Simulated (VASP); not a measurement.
V, 1 atom in the cell. Symmetry: Im-3m, No. 229, cubic system. Conventional cell: a = 3.046 Å, b = 3.046 Å, c = 3.046 Å, α = 90.00°, β = 90.00°, γ = 90.00°. Within 3.5 Å of V (site symmetry m-3m) lie 14 V at 2.64 to 3.05 Å. 

```yaml
Program: VASP 6.6.1
Task: single point
Functional: PBEsol
Potentials_or_basis: VASP PAW PBE potentials, release 64 (V_sv)
Cutoff: 520 eV
k_mesh: 19 × 19 × 19
Occupations: fermi-dirac, width 0.03 eV
Spin: collinear spin, ferromagnetic start
Starting_moments: "[1.5] μB"
Dipole_correction: no
Further_INCAR_settings: ALGO = Normal; EDIFF = 1e-06; NBANDS = 16
```

Potentials or basis: VASP PAW PBE potentials, release 64 (V_sv).

Command:

```bash
$ cat potpaw_PBE.64/V_sv/POTCAR > POTCAR
$ mpirun -np 1 vasp_std > vasp.out
```

Hardware: 1 thread of Intel(R) Xeon(R) 6975P-C (Granite Rapids), on a shared host.

Task: Estimate the wall time of this run.

Result: It took 31 s on 1 thread of Intel(R) Xeon(R) 6975P-C (Granite Rapids), on a shared host, peak memory 0.19 GiB. Counts: scf iterations 13, k points 220.
